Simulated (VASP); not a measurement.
Write the native input for VASP 6.6.1 that does the following.

```yaml
Task: single point
Functional: PBEsol
Potentials_or_basis: VASP PAW PBE potentials, release 64 (Cs_sv, Ag, Bi_d, Br)
Cutoff: 520 eV
k_mesh: 4 × 4 × 4
Occupations: gaussian, width 0.02 eV
Spin: no spin polarisation
Dipole_correction: no
Further_INCAR_settings: ALGO = Normal; EDIFF = 1e-06; NBANDS = 54
```

The structure of Cs2AgBiBr6 lies in POSCAR:

```
Cs2AgBiBr6
1.0
    0.0000000000      5.5371820456      5.5371820456
    5.5371820456      0.0000000000      5.5371820456
    5.5371820456      5.5371820456      0.0000000000
Cs Ag Bi Br
2 1 1 6
Direct
    0.2500000000      0.2500000000      0.2500000000
    0.7500000000      0.7500000000      0.7500000000
    0.5000000000      0.5000000000      0.5000000000
    0.0000000000      0.0000000000      0.0000000000
    0.2546172761      0.7453827239      0.2546172761
    0.2546172761      0.7453827239      0.7453827239
    0.7453827239      0.2546172761      0.7453827239
    0.7453827239      0.2546172761      0.2546172761
    0.2546172761      0.2546172761      0.7453827239
    0.7453827239      0.7453827239      0.2546172761
```

These files were run (other wordings do the same):

INCAR

```
ALGO     = Normal         # electronic algorithm
EDIFF    = 1E-6           # SCF threshold, eV
ENCUT    = 520            # plane-wave cutoff, eV
GGA      = PS             # functional
ISIF     = 2              # what is computed and relaxed
ISMEAR   = 0              # smearing method
LASPH    = T              # aspherical terms in the spheres
LCHARG   = F              # write CHGCAR
LREAL    = F              # projectors in reciprocal space
LWAVE    = F              # write WAVECAR
NBANDS   = 54             # bands
NELM     = 80             # most SCF steps
PREC     = Accurate       # precision mode
SIGMA    = 0.02           # smearing width, eV
```

KPOINTS

```
k-points
0
Gamma
  4 4 4
```

Potentials or basis: VASP PAW PBE potentials, release 64 (Cs_sv, Ag, Bi_d, Br).

Command:

```sh
$ cat potpaw_PBE.64/Cs_sv/POTCAR potpaw_PBE.64/Ag/POTCAR potpaw_PBE.64/Bi_d/POTCAR potpaw_PBE.64/Br/POTCAR > POTCAR
$ mpirun -np 1 vasp_std > vasp.out
```

It gave:

```yaml
Pressure: 0.9 GPa
Largest_force: 0.006 eV/Å
Band_gap_on_the_k_mesh: 1.04 eV (least direct gap 2.34 eV)
```

Caveat: the PAW data sets were made with another functional, which shifts forces and pressure a little; spin-orbit coupling is left out, which moves the levels of the heavy elements.

Run time: 6.1 min on 1 thread of Oxide Virtual Turin-like Processor (shared host), peak memory 0.55 GiB.
